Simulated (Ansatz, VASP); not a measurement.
**One calculation of Zn5S3O2, two programs**

```
CELL_PARAMETERS angstrom
0.00000 -3.64946 0.00000
3.64946 0.00000 0.00000
-1.82473 1.82473 12.49372
ATOMIC_POSITIONS crystal
Zn 0.69309 0.69309 0.38618
Zn 0.11451 0.11451 0.22903
Zn 0.50000 0.50000 0.00000
Zn 0.88549 0.88549 0.77097
Zn 0.30691 0.30691 0.61382
S 0.05731 0.55731 0.11462
S 0.44269 0.94269 0.88538
S 0.25000 0.75000 0.50000
O 0.84628 0.34628 0.69257
O 0.65372 0.15372 0.30743
```

Alike in both runs: task single point; functional PBE; k mesh 4 × 4 × 4; occupations gaussian, width 0.1 eV; no spin polarisation.

```csv
,VASP,Ansatz
version,VASP 6.6.1,Ansatz 0.2.0
potentials or method,"VASP PAW PBE potentials, release 64 (Zn, S, O), cutoff 520 eV","scalar-relativistic, plane waves, PAW"
valence electrons in the cell,90,90
```

|  | VASP | Ansatz | Ansatz less VASP |
| --- | --- | --- | --- |
| gap on the k mesh at the Fermi level (eV) | 0.83 | 0.84 | +0.004 |
| least direct gap on the mesh (eV) | 0.83 | 0.84 | +0.004 |
| pressure (GPa) | 0.4 | 0.1 | -0.30 |
| traceless stress, the component that is largest in VASP (GPa) | -0.25 | -0.22 | +0.034 |
| rms of the force components (eV/Å) | 0.010 | 0.002 | -0.0077 |

Atom by atom the forces differ by 0.008 eV/Å (rms over components). With one functional, cell and mesh, what is left measures potentials, basis and numerics.

The k mesh is coarse, so the values compare programs but aren't converged.
